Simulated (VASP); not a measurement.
Here is a VASP 6.6.1 calculation.

Contents of INCAR:

```
PREC = Accurate
ENCUT = 520
EDIFF = 1E-6
ISMEAR = -1
SIGMA = 0.02
LREAL = F
LASPH = T
NELM = 100
ALGO = Normal
ISIF = 2
LWAVE = F
LCHARG = T
GGA = PE
LELF = T
LVHAR = T
NBANDS = 16
```

KPOINTS

```
Automatic mesh
0
Gamma
  8 8 8
```

The input POSCAR:

```
CdSe
1.0
   -0.1549330310      3.0367862850      3.0367862850
    3.0367862850     -0.1549330310      3.0367862850
    3.0367862850      3.0367862850     -0.1549330310
Cd Se
1 1
Direct
   -0.0050426890     -0.0050426890     -0.0050426890
    0.2550426890      0.2550426890      0.2550426890
```

Potentials or basis: VASP PAW PBE potentials, release 64 (Cd, Se).

Run with:

```bash
$ cat potpaw_PBE.64/Cd/POTCAR potpaw_PBE.64/Se/POTCAR > POTCAR
$ mpirun -np 1 vasp_std > vasp.out
```

Problem. Estimate the largest force.

Solution. 0.014 eV/Å.

Problem. Estimate the pressure.

Solution. -0.5 GPa.

Problem. Estimate the band gap on the k mesh.

Solution. 0.39 eV, direct.

Stress tensor (GPa, compression positive):
```
-0.46  1.03  1.03
 1.03 -0.46  1.03
 1.03  1.03 -0.46
```

Caveat: the cell differs from its parent crystal (epitaxial 111 strain +4.0%).
